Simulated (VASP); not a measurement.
Input of a VASP 6.6.1 run:

INCAR

```
ALGO     = Normal         # electronic algorithm
EDIFF    = 1E-7           # SCF threshold, eV
ENCUT    = 520            # plane-wave cutoff, eV
GGA      = PE             # functional
ISIF     = 2              # what is computed and relaxed
ISMEAR   = 0              # smearing method
LASPH    = True           # aspherical terms in the spheres
LCHARG   = False          # write CHGCAR
LREAL    = False          # projectors in reciprocal space
LWAVE    = False          # write WAVECAR
NBANDS   = 28             # bands
NELM     = 60             # most SCF steps
PREC     = Accurate       # precision mode
SIGMA    = 0.1            # smearing width, eV
```

The input KPOINTS:

```
k-points
0
Gamma
  4 4 4
```

File POSCAR:

```
ScSiS4
1.0
    2.8704653400     -3.3946585100      0.0000000000
    2.8704653400      3.3946585100      0.0000000000
    0.0000000000      0.0000000000      5.7359170100
Sc Si S
1 1 4
Direct
    0.0000000000      0.0000000000      0.0000000000
    0.5000000000      0.5000000000      0.5000000000
    0.6010839900      0.3989160100      0.0000000000
    0.1004089900      0.8995910100      0.5000000000
    0.8995910100      0.1004089900      0.5000000000
    0.3989160100      0.6010839900      0.0000000000
```

Potentials or basis: VASP PAW PBE potentials, release 64 (Sc_sv, Si, S).

The run is started by

```sh
$ cat potpaw_PBE.64/Sc_sv/POTCAR potpaw_PBE.64/Si/POTCAR potpaw_PBE.64/S/POTCAR > POTCAR
$ mpirun -np 1 vasp_std > vasp.out
```

Task: What does it give for the largest force?

Result: 70.331 eV/Å.

Task: Predict the pressure.

Result: 88.7 GPa.

Stress tensor (GPa, compression positive):
```
 -1.21   0.00   0.00
  0.00 269.51   0.00
  0.00   0.00  -2.15
```

Caveat: forces of over 1 eV/Å act on the atoms, so gaps and moduli don't describe the material at rest.
